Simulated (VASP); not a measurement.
Set up this calculation in VASP 6.6.1, as the native input.

| Item | Value |
| --- | --- |
| Task | single point |
| Functional | PBE |
| Potentials or basis | VASP PAW PBE potentials, release 64 (Mg, O) |
| Cutoff | 600 eV |
| k mesh | 7 × 7 × 7 |
| Occupations | fermi-dirac, width 0.1 eV |
| Spin | no spin polarisation |
| Dipole correction | no |
| Further INCAR settings | ALGO = Normal; EDIFF = 1e-06; NBANDS = 11 |

The structure of MgO lies in POSCAR:

```
MgO
1.0
    0.0000000000      2.1957500000      2.1957500000
    2.1957500000      0.0000000000      2.1957500000
    2.1957500000      2.1957500000      0.0000000000
Mg O
1 1
Direct
    0.0000000000      0.0000000000      0.0000000000
    0.5000000000      0.5000000000      0.5000000000
```

These files were run (other wordings do the same):

INCAR

```
  ALGO = Normal
  EDIFF = 1E-6
  ENCUT = 600
  GGA = PE
  GGA_COMPAT = F
  ISIF = 2
  ISMEAR = -1
  LASPH = T
  LCHARG = F
  LREAL = F
  LWAVE = F
  NBANDS = 11
  NELM = 120
  PREC = Accurate
  SIGMA = 0.1
```

KPOINTS

```
k-points
0
Gamma
  7 7 7
```

Potentials or basis: VASP PAW PBE potentials, release 64 (Mg, O).

Command:

```console
$ cat potpaw_PBE.64/Mg/POTCAR potpaw_PBE.64/O/POTCAR > POTCAR
$ mpirun -np 1 vasp_std > vasp.out
```

It gave:

| Property | Result |
| --- | --- |
| Pressure | -12.7 GPa |
| Band gap on the k mesh | 3.60 eV, direct |

Run time: 12 s on 1 thread of Intel Xeon 8259CL (shared host), peak memory 0.16 GiB.
